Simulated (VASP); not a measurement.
GaN (wurtzite), 4 atoms in the cell. Symmetry: P6_3mc, No. 186, hexagonal system. The conventional cell has a = 3.218 Å, b = 3.218 Å, c = 5.243 Å, α = 90.00°, β = 90.00°, γ = 120.00°. Within 2.6 Å of Ga (site symmetry 3m) lie 4 N at 1.97 to 1.98 Å. N (site symmetry 3m) has 4 Ga at 1.97 to 1.98 Å within 2.6 Å. 

```yaml
Program: VASP 6.6.1
Task: single point
Functional: PBE
Potentials_or_basis: VASP PAW PBE potentials, release 64 (Ga_d, N)
Cutoff: 520 eV
k_mesh: 9 × 9 × 6
Occupations: gaussian, width 0.01 eV
Spin: no spin polarisation
Dipole_correction: no
Further_INCAR_settings: ALGO = Normal; EDIFF = 1e-06; NBANDS = 26
```

Potentials or basis: VASP PAW PBE potentials, release 64 (Ga_d, N).

The run is started by

```bash
$ cat potpaw_PBE.64/Ga_d/POTCAR potpaw_PBE.64/N/POTCAR > POTCAR
$ mpirun -np 1 vasp_std > vasp.out
```

Hardware: 1 thread of Intel(R) Xeon(R) 6975P-C (Granite Rapids) (shared host).

**Question.** How long does it take, and how much memory?

**Answer.** It took 19 s on 1 thread of Intel(R) Xeon(R) 6975P-C (Granite Rapids) (shared host), peak memory 0.19 GiB. Counts: scf iterations 14, k points 48.
